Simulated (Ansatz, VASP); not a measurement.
# One calculation of P, two programs

POSCAR

```
P
1.0
    4.4010920031      0.0000000000      0.0000000000
    0.0000000000      4.4010920031      0.0000000000
    0.0000000000      0.0000000000      4.5093400000
P
1
Direct
    0.0000000000      0.0000000000      0.0000000000
```

INCAR.step1

```
PREC     = Accurate       # precision mode
ENCUT    = 520            # plane-wave cutoff, eV
ISMEAR   = 0              # smearing method
SIGMA    = 0.15           # smearing width, eV
LREAL    = F              # projectors in reciprocal space
LASPH    = T              # aspherical terms in the spheres
NELM     = 60             # most SCF steps
NBANDS   = 8              # bands
GGA      = PE             # functional
ALGO     = Normal         # electronic algorithm
EDIFF    = 1E-4           # SCF threshold, eV
LWAVE    = T              # write WAVECAR
LCHARG   = F              # write CHGCAR
```

The input INCAR.step2:

```
PREC     = Accurate       # precision mode
ENCUT    = 520            # plane-wave cutoff, eV
EDIFF    = 1E-6           # SCF threshold, eV
ISMEAR   = 0              # smearing method
SIGMA    = 0.15           # smearing width, eV
LREAL    = F              # projectors in reciprocal space
LASPH    = T              # aspherical terms in the spheres
NELM     = 60             # most SCF steps
ALGO     = Normal         # electronic algorithm
ISIF     = 2              # what is computed and relaxed
LWAVE    = F              # write WAVECAR
LCHARG   = F              # write CHGCAR
METAGGA  = R2SCAN         # meta-GGA
LMIXTAU  = T            
NBANDS   = 8              # bands
ISTART   = 1
```

File KPOINTS:

```
regular mesh
0
Gamma
  12 12 12
```

Input for Ansatz:

```yaml
crystal:
  lattice:
    - [4.4010920031, 0.0, 0.0]
    - [0.0, 4.4010920031, 0.0]
    - [0.0, 0.0, 4.50934]
  atoms:
    - { symbol: P, position: [0.0, 0.0, 0.0] }
basis:
  ecutwfc: 500
kpoints:
  mp_grid: { grid: [12, 12, 12] }
hamiltonian:
  xc: r2scan
scf:
  occupations: { method: gaussian, width: 0.15 }
output:
  forces: true
  stress: true
  eigenvalues: true
```

Change from the starting cell: strain +0.030 along x and y, +0.030 along z, atoms carried along.

Alike in both runs: task single point; functional r2SCAN; k mesh 12 × 12 × 12; occupations gaussian, width 0.15 eV; no spin polarisation.

|  | VASP | Ansatz |
| --- | --- | --- |
| version | VASP 6.6.1 | Ansatz 0.2.0 |
| potentials or method | VASP PAW PBE potentials, release 64 (P), cutoff 520 eV | scalar-relativistic, plane waves, PAW |
| valence electrons in the cell | 5 | 5 |

|  | VASP | Ansatz | Ansatz less VASP |
| --- | --- | --- | --- |
| gap on the k mesh at the Fermi level (eV) | none | none | - |
| pressure (GPa) | -3.3 | -3.3 | 0.00 |
| traceless stress, the component that is largest in VASP (GPa) | 0.24 | 0.24 | 0.000 |

VASP's potentials were made for PBE, not for r2SCAN. A gap of «none» marks a metal or a gap that the smearing closes. The functional is the same, so the differences come from potentials, cutoffs and numerics.
